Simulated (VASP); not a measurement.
A run of VASP 6.6.1 is set up as follows.

INCAR

```
SYSTEM = In
  PREC = Accurate
  ENCUT = 520
  EDIFF = 1E-7
  ISMEAR = -1
  SIGMA = 0.1
  LREAL = .False.
  LASPH = .True.
  NELM = 80
  ALGO = Normal
  ISIF = 2
  LWAVE = .False.
  LCHARG = .False.
  GGA = PS
  NBANDS = 26
```

KPOINTS

```
Automatic mesh
0
Gamma
  7 7 10
  0 0 0
```

Contents of POSCAR:

```
In
1.0
    5.2605294949      0.0000000000      0.0000000000
   -2.6302647475      4.5557521800      0.0000000000
    0.0000000000      0.0000000000      3.2469032438
In
3
Direct
    0.0000000000      1.0000000000      0.0000000000
    0.3333333333      0.6666666667      0.5000000000
    0.6666666667      0.3333333333      0.5000000000
```

Potentials or basis: VASP PAW PBE potentials, release 64 (In_d).

The run is started by

```console
$ cat potpaw_PBE.64/In_d/POTCAR > POTCAR
$ mpirun -np 1 vasp_std > vasp.out
```

Q: Estimate the pressure.

A: 0.0 GPa.

Caveat: the PAW data sets were made with another functional, which shifts forces and pressure a little.
